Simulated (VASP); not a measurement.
# YB: single point with PBEsol

Crystal: YB.

```
CELL_PARAMETERS angstrom
0.00000 2.64401 2.64401
2.64401 0.00000 2.64401
2.64401 2.64401 0.00000
ATOMIC_POSITIONS crystal
Y 0.50000 0.50000 0.50000
B 0.00000 0.00000 0.00000
```

```yaml
Program: VASP 6.6.1
Task: single point
Functional: PBEsol
Potentials_or_basis: VASP PAW PBE potentials, release 64 (Y_sv, B)
Cutoff: 520 eV
k_mesh: 10 × 10 × 10
Occupations: gaussian, width 0.05 eV
Spin: no spin polarisation
```

* Pressure: 0.3 GPa
* Band gap on the k mesh: zero (bands 7 and 8 overlap by 3.14 eV)

Levels at points of the mesh, in eV from the Fermi level:
| k point | band 4 | band 5 | band 6 | band 7 | band 8 | band 9 | band 10 | band 11 |
| --- | --- | --- | --- | --- | --- | --- | --- | --- |
| (0.00, 0.00, 0.00) | -20.87 | -7.35 | 2.68 | 2.68 | 2.68 | 2.74 | 2.74 | 2.74 |
| (0.50, 0.00, 0.00) | -20.91 | -4.31 | -3.02 | -0.46 | -0.46 | 5.63 | 5.63 | 6.21 |
| (0.50, 0.50, 0.00) | -21.03 | -5.63 | -0.63 | 0.27 | 1.65 | 1.65 | 5.47 | 6.58 |

Run time: 20 s on 1 thread of Intel(R) Xeon(R) Platinum 8375C CPU @ 2.90GHz (Ice Lake), with other jobs on the host, peak memory 0.18 GiB.

Caveat: the PAW data sets were made with another functional, which shifts forces and pressure a little.
